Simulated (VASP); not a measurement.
# TiO2 (I4_1/amd) in VASP: single point with r2SCAN+U

Aim: the single point of TiO2 with r2SCAN+U.

Everything below comes from runs of VASP 6.6.1. Logs are shortened: lines on timing, memory, paths and dates and some standing lists are left out, and cuts for length are marked.

### 1 The cell of the first run

Symmetry: I4_1/amd, No. 141, tetragonal system. The conventional cell has a = 3.797 Å, b = 3.797 Å, c = 9.661 Å, α = 90.00°, β = 90.00°, γ = 90.00°. Ti (site symmetry -4m2) has 6 O at 1.95 to 1.99 Å within 2.6 Å. O (site symmetry 2mm) has 3 Ti at 1.95 to 1.99 Å and 2 O at 2.46 Å within 2.6 Å.

### 2 Single point, r2SCAN+U

The input, POSCAR:

```
TiO2
1.0
   -1.8983179345      1.8983179345      4.8307008956
    1.8983179345     -1.8983179345      4.8307008956
    1.8983179345      1.8983179345     -4.8307008956
Ti O
2 4
Direct
    0.0000000000      0.0000000000      0.0000000000
    0.7500000000      0.2500000000      0.5000000000
    0.2061136456      0.2061136456      0.0000000000
    0.9561136456      0.4561136456      0.5000000000
    0.5438863544      0.0438863544      0.5000000000
    0.7938863544      0.7938863544      0.0000000000
```

The input, INCAR.step1:

```
SYSTEM = TiO2
ALGO = Normal
EDIFF = 1E-4
ENCUT = 520
GGA = PE
ISMEAR = 0
LASPH = .True.
LCHARG = .False.
LDAU = .True.
LDAUJ = 0 0
LDAUL = 2 -1
LDAUTYPE = 2
LDAUU = 4 0
LMAXMIX = 4
LREAL = .False.
LWAVE = .True.
NBANDS = 33
NELM = 150
PREC = Accurate
SIGMA = 0.05
```

The input, INCAR.step2:

```
SYSTEM = TiO2
ALGO = Normal
EDIFF = 1E-6
ENCUT = 520
ISIF = 2
ISMEAR = 0
ISTART = 1
LASPH = .True.
LCHARG = .False.
LDAU = .True.
LDAUJ = 0 0
LDAUL = 2 -1
LDAUPRINT = 1
LDAUTYPE = 2
LDAUU = 4 0
LMAXMIX = 4
LMIXTAU = .True.
LREAL = .False.
LWAVE = .False.
METAGGA = R2SCAN
NBANDS = 33
NELM = 150
PREC = Accurate
SIGMA = 0.05
```

The input, KPOINTS:

```
k-points
0
Gamma
  10 10 10
  0 0 0
```

Potentials or basis: VASP PAW PBE potentials, release 64 (Ti_sv, O).

Started as:

```sh
$ cat potpaw_PBE.64/Ti_sv/POTCAR potpaw_PBE.64/O/POTCAR > POTCAR
$ cp INCAR.step1 INCAR
$ mpirun -np 1 vasp_std > vasp.out
$ cp INCAR.step2 INCAR
$ mpirun -np 1 vasp_std > vasp.out
```

OUTCAR:

```text
SYSTEM = TiO2
   EDIFF = 1E-6
   ENCUT = 520
   ISIF = 2
   ISMEAR = 0
   ISTART = 1
   LASPH = .True.
   LREAL = .False.
   METAGGA = R2SCAN
   NELM = 150
   PREC = Accurate

 ion  position               nearest neighbor table
   1  0.000  0.000  0.000-   5 1.95   4 1.95   5 1.95   4 1.95   3 1.99   6 1.99
   2  0.750  0.250  0.500-   6 1.95   3 1.95   6 1.95   3 1.95   4 1.99   5 1.99
   3  0.206  0.206  0.000-   2 1.95   2 1.95   1 1.99
   4  0.956  0.456  0.500-   1 1.95   1 1.95   2 1.99
   5  0.544  0.044  0.500-   1 1.95   1 1.95   2 1.99
   6  0.794  0.794  0.000-   2 1.95   2 1.95   1 1.99

  LATTYP: Found a body centered tetragonal cell.
 ALAT       =     3.7966358690
 C/A-ratio  =     2.5447269964

  Lattice vectors:

 A1 = (  -1.8983179345,   1.8983179345,   4.8307008956)
 A2 = (   1.8983179345,  -1.8983179345,   4.8307008956)
 A3 = (   1.8983179345,   1.8983179345,  -4.8307008956)

Analysis of symmetry for initial positions (statically):
=====================================================================
 Subroutine PRICEL returns:
 Original cell was already a primitive cell.

 Routine SETGRP: Setting up the symmetry group for a
 body centered tetragonal supercell.

 Subroutine GETGRP returns: Found 16 space group operations
 (whereof  8 operations were pure point group operations)
 out of a pool of 16 trial point group operations.

The static configuration has the point symmetry D_2d.
 The point group associated with its full space group is D_4h.

Analysis of symmetry for dynamics (positions and initial velocities):
=====================================================================
 Subroutine PRICEL returns:
 Original cell was already a primitive cell.

 Routine SETGRP: Setting up the symmetry group for a
 body centered tetragonal supercell.

 Subroutine GETGRP returns: Found 16 space group operations
 (whereof  8 operations were pure point group operations)
 out of a pool of 16 trial point group operations.

The dynamic configuration has the point symmetry D_2d.
 The point group associated with its full space group is D_4h.

 Subroutine INISYM returns: Found 16 space group operations
 (whereof  8 operations are pure point group operations),
 and found     1 'primitive' translations

----------------------------------------------------------------------------------------

                                     Primitive cell

  volume of cell :      69.6319

  direct lattice vectors                    reciprocal lattice vectors
    -1.898317935  1.898317935  4.830700896     0.000000000  0.263391074  0.103504649
     1.898317935 -1.898317935  4.830700896     0.263391074  0.000000000  0.103504649
     1.898317935  1.898317935 -4.830700896     0.263391074  0.263391074  0.000000000

  length of vectors
     5.526562503  5.526562503  5.526562503     0.282998357  0.282998357  0.372491229

  position of ions in fractional coordinates (direct lattice)
     0.000000000  0.000000000  0.000000000
     0.750000000  0.250000000  0.500000000
     0.206113646  0.206113646  0.000000000
     0.956113646  0.456113646  0.500000000
     0.543886354  0.043886354  0.500000000
     0.793886354  0.793886354  0.000000000

  ion indices of the primitive-cell ions
   primitive index   ion index
                 1           1
                 2           2
                 3           3
                 4           4
                 5           5
[... 107 lines left out ...]
   LRPA    =     F    only Hartree local field effects (RPA)
 non-spin polarized calculation
 Gauss-broadening in eV      SIGMA  =   0.05
  energy-cutoff  :      520.00
  volume of cell :       69.63
 maximum number of plane-waves:      1888
 NGX is ok and might be reduce to    42
   NGX = 21   NGY = 21   NGZ = 21

atom =   1  type =  1  l = 2

 onsite density matrix

spin component  1

  0.0951  0.0000 -0.0000  0.0000 -0.0000
  0.0000  0.0939  0.0000  0.0000  0.0000
 -0.0000  0.0000  0.2444 -0.0000  0.0000
  0.0000  0.0000 -0.0000  0.0939  0.0000
 -0.0000  0.0000  0.0000  0.0000  0.2455

spin component  2

  0.0951  0.0000 -0.0000  0.0000 -0.0000
  0.0000  0.0939  0.0000  0.0000  0.0000
 -0.0000  0.0000  0.2444 -0.0000  0.0000
  0.0000  0.0000 -0.0000  0.0939  0.0000
 -0.0000  0.0000  0.0000  0.0000  0.2455

 occupancies and eigenvectors

  o =  0.0939  v =  0.0000  0.9980 -0.0000  0.0637  0.0000  0.0000  0.0000  0.0000  0.0000  0.0000      0.0000  0.0000  0.0000  0.0000  0.0000  0.0000  0.0000  0.0000  0.0000  0.0000
  o =  0.0939  v =  0.0000  0.0000  0.0000  0.0000  0.0000  0.0000  0.9980 -0.0000  0.0637  0.0000      0.0000  0.0000  0.0000  0.0000  0.0000  0.0000  0.0000  0.0000  0.0000  0.0000
  o =  0.0939  v =  0.0000  0.0637 -0.0000 -0.9980  0.0000  0.0000  0.0000  0.0000  0.0000  0.0000      0.0000  0.0000  0.0000  0.0000  0.0000  0.0000  0.0000  0.0000  0.0000  0.0000
  o =  0.0939  v =  0.0000  0.0000  0.0000  0.0000  0.0000  0.0000  0.0637 -0.0000 -0.9980  0.0000      0.0000  0.0000  0.0000  0.0000  0.0000  0.0000  0.0000  0.0000  0.0000  0.0000
  o =  0.0951  v =  1.0000  0.0000  0.0000  0.0000  0.0000  0.0000  0.0000  0.0000  0.0000  0.0000      0.0000  0.0000  0.0000  0.0000  0.0000  0.0000  0.0000  0.0000  0.0000  0.0000
  o =  0.0951  v =  0.0000  0.0000  0.0000  0.0000  0.0000  1.0000  0.0000  0.0000  0.0000  0.0000      0.0000  0.0000  0.0000  0.0000  0.0000  0.0000  0.0000  0.0000  0.0000  0.0000
  o =  0.2444  v =  0.0000  0.0000  0.0000  0.0000  0.0000  0.0000 -0.0000 -1.0000  0.0000  0.0000      0.0000  0.0000  0.0000  0.0000  0.0000  0.0000  0.0000  0.0000  0.0000  0.0000
  o =  0.2444  v =  0.0000 -0.0000 -1.0000  0.0000  0.0000  0.0000  0.0000  0.0000  0.0000  0.0000      0.0000  0.0000  0.0000  0.0000  0.0000  0.0000  0.0000  0.0000  0.0000  0.0000
  o =  0.2455  v =  0.0000  0.0000  0.0000  0.0000  0.0000  0.0000  0.0000  0.0000  0.0000  1.0000      0.0000  0.0000  0.0000  0.0000  0.0000  0.0000  0.0000  0.0000  0.0000  0.0000
  o =  0.2455  v =  0.0000  0.0000  0.0000  0.0000  1.0000  0.0000  0.0000  0.0000  0.0000  0.0000      0.0000  0.0000  0.0000  0.0000  0.0000  0.0000  0.0000  0.0000  0.0000  0.0000

atom =   2  type =  1  l = 2

 onsite density matrix

spin component  1

  0.0951  0.0000 -0.0000 -0.0000 -0.0000
  0.0000  0.0939 -0.0000  0.0000 -0.0000
 -0.0000 -0.0000  0.2444 -0.0000  0.0000
 -0.0000  0.0000 -0.0000  0.0939  0.0000
 -0.0000 -0.0000  0.0000  0.0000  0.2455

spin component  2

  0.0951  0.0000 -0.0000 -0.0000 -0.0000
  0.0000  0.0939 -0.0000  0.0000 -0.0000
 -0.0000 -0.0000  0.2444 -0.0000  0.0000
 -0.0000  0.0000 -0.0000  0.0939  0.0000
 -0.0000 -0.0000  0.0000  0.0000  0.2455

 occupancies and eigenvectors

  o =  0.0939  v =  0.0000 -0.8242 -0.0000  0.5663 -0.0000  0.0000  0.0000  0.0000  0.0000  0.0000      0.0000  0.0000  0.0000  0.0000  0.0000  0.0000  0.0000  0.0000  0.0000  0.0000
  o =  0.0939  v =  0.0000  0.0000  0.0000  0.0000  0.0000  0.0000 -0.8242 -0.0000  0.5663 -0.0000      0.0000  0.0000  0.0000  0.0000  0.0000  0.0000  0.0000  0.0000  0.0000  0.0000
  o =  0.0939  v =  0.0000  0.5663  0.0000  0.8242  0.0000  0.0000  0.0000  0.0000  0.0000  0.0000      0.0000  0.0000  0.0000  0.0000  0.0000  0.0000  0.0000  0.0000  0.0000  0.0000
  o =  0.0939  v =  0.0000  0.0000  0.0000  0.0000  0.0000  0.0000  0.5663  0.0000  0.8242  0.0000      0.0000  0.0000  0.0000  0.0000  0.0000  0.0000  0.0000  0.0000  0.0000  0.0000
  o =  0.0951  v =  1.0000  0.0000  0.0000  0.0000  0.0000  0.0000  0.0000  0.0000  0.0000  0.0000      0.0000  0.0000  0.0000  0.0000  0.0000  0.0000  0.0000  0.0000  0.0000  0.0000
  o =  0.0951  v =  0.0000  0.0000  0.0000  0.0000  0.0000  1.0000  0.0000  0.0000  0.0000  0.0000      0.0000  0.0000  0.0000  0.0000  0.0000  0.0000  0.0000  0.0000  0.0000  0.0000
  o =  0.2444  v =  0.0000  0.0000  0.0000  0.0000  0.0000  0.0000  0.0000 -1.0000 -0.0000  0.0000      0.0000  0.0000  0.0000  0.0000  0.0000  0.0000  0.0000  0.0000  0.0000  0.0000
  o =  0.2444  v =  0.0000  0.0000 -1.0000 -0.0000  0.0000  0.0000  0.0000  0.0000  0.0000  0.0000      0.0000  0.0000  0.0000  0.0000  0.0000  0.0000  0.0000  0.0000  0.0000  0.0000
  o =  0.2455  v =  0.0000  0.0000  0.0000  0.0000  0.0000  0.0000 -0.0000  0.0000  0.0000  1.0000      0.0000  0.0000  0.0000  0.0000  0.0000  0.0000  0.0000  0.0000  0.0000  0.0000
  o =  0.2455  v =  0.0000 -0.0000  0.0000  0.0000  1.0000  0.0000  0.0000  0.0000  0.0000  0.0000      0.0000  0.0000  0.0000  0.0000  0.0000  0.0000  0.0000  0.0000  0.0000  0.0000

 number of electron      47.9999999 magnetization

 Free energy of the ion-electron system (eV)
  ---------------------------------------------------
  ext. energy  EPLUGINS =         0.00000000
  ---------------------------------------------------
  free energy    TOTEN  =       -64.63603422 eV

  energy without entropy =      -64.63603422  energy(sigma->0) =      -64.63603422

 E-fermi :   3.3822     XC(G=0): -11.3531

 val. band max:        3.0634224489   @ k =  -0.4000   0.4000   0.0000
 cond. band min:       6.2558492169   @ k =   0.0000   0.0000   0.0000
 fundamental gap:      3.1924267681
 Fermi energy:         3.3822287331

 k-point     1 :       0.0000    0.0000    0.0000
  band No.  band energies     occupation
      1     -56.5218      2.00000
      2     -56.4704      2.00000
      3     -31.8558      2.00000
      4     -31.6303      2.00000
      5     -31.6303      2.00000
      6     -31.5695      2.00000
[... 853 lines left out ...]
     32       9.9089      0.00000
     33      10.7864      0.00000

 [... further k-points ...]

------------------------ aborting loop because EDIFF is reached ----------------------------------------

  FORCE on cell =-STRESS in cart. coord.  units (eV):
  Direction    XX          YY          ZZ          XY          YZ          ZX
  --------------------------------------------------------------------------------------
  -------------------------------------------------------------------------------------
  Total        2.3280984      2.3280984      1.8319628      0.0000000      0.0000000      0.0000000
  in kB       53.5678081     53.5678081     42.1520983      0.0000000      0.0000000      0.0000000
  external PRESSURE =      49.7625715 kB  Pullay stress =       0.0000000 kB

 VOLUME and BASIS-vectors are now :
 -----------------------------------------------------------------------------
  energy-cutoff  :      520.00
  volume of cell :       69.63
      direct lattice vectors                 reciprocal lattice vectors
    -1.898317935  1.898317935  4.830700896     0.000000000  0.263391074  0.103504649
     1.898317935 -1.898317935  4.830700896     0.263391074  0.000000000  0.103504649
     1.898317935  1.898317935 -4.830700896     0.263391074  0.263391074  0.000000000

 POSITION                                       TOTAL-FORCE (eV/Angst)
 -----------------------------------------------------------------------------------
      0.00000      0.00000      0.00000        -0.000000     -0.000000     -0.000000
     -0.00000      1.89832      2.41535        -0.000000     -0.000000      0.000000
      0.00000      0.00000      1.99135        -0.000000     -0.000000      0.173561
      0.00000      1.89832      4.40670         0.000000      0.000000      0.173561
     -0.00000      1.89832      0.42400         0.000000      0.000000     -0.173561
      0.00000      0.00000      7.67006        -0.000000     -0.000000     -0.173561
 -----------------------------------------------------------------------------------
    total drift:                                0.000000     -0.000000      0.000000

  FREE ENERGIE OF THE ION-ELECTRON SYSTEM (eV)
  ---------------------------------------------------
  free  energy   TOTEN  =       -64.6360342181 eV

  energy  without entropy=      -64.6360342181  energy(sigma->0) =      -64.63603422
```

It took 13 min on 1 thread of Intel Xeon 6975P-C (Granite Rapids), shared host; peak memory 0.39 GiB.

Results:

```yaml
Free_energy: -64.6360 eV
Pressure: 5.0 GPa
Largest_force: 0.174 eV/Å
Band_gap_on_the_k_mesh: 3.19 eV (least direct gap 3.52 eV)
```

Forces in eV/Å, atoms in the order of the input:
```
Ti   0.000  0.000  0.000
Ti   0.000  0.000  0.000
O    0.000  0.000  0.174
O    0.000  0.000  0.174
O    0.000  0.000 -0.174
O    0.000  0.000 -0.174
```

Levels at points of the mesh, in eV from the valence-band top:
| k point | band 22 | band 23 | band 24 | band 25 | band 26 | band 27 |
| --- | --- | --- | --- | --- | --- | --- |
| (0.00, 0.00, 0.00) | -0.76 | -0.43 | -0.43 | 3.19 | 3.92 | 4.96 |
| (0.50, 0.00, 0.00) | -0.91 | -0.90 | -0.70 | 4.25 | 4.41 | 4.54 |
| (0.50, 0.50, 0.00) | -1.99 | -0.05 | -0.05 | 4.29 | 4.29 | 4.70 |
| (0.50, 0.50, 0.50) | -1.28 | -0.12 | -0.12 | 3.54 | 3.54 | 4.82 |

Eigenvalues of the final occupation matrices:
```
    site  spin  trace               eigenvalues
site 1 d     1   0.77  0.09 0.09 0.10 0.24 0.25
site 1 d     2   0.77  0.09 0.09 0.10 0.24 0.25
site 2 d     1   0.77  0.09 0.09 0.10 0.24 0.25
site 2 d     2   0.77  0.09 0.09 0.10 0.24 0.25
```

Caveat: the cell stands under pressure; the PAW data sets were made with another functional, which shifts forces and pressure a little.
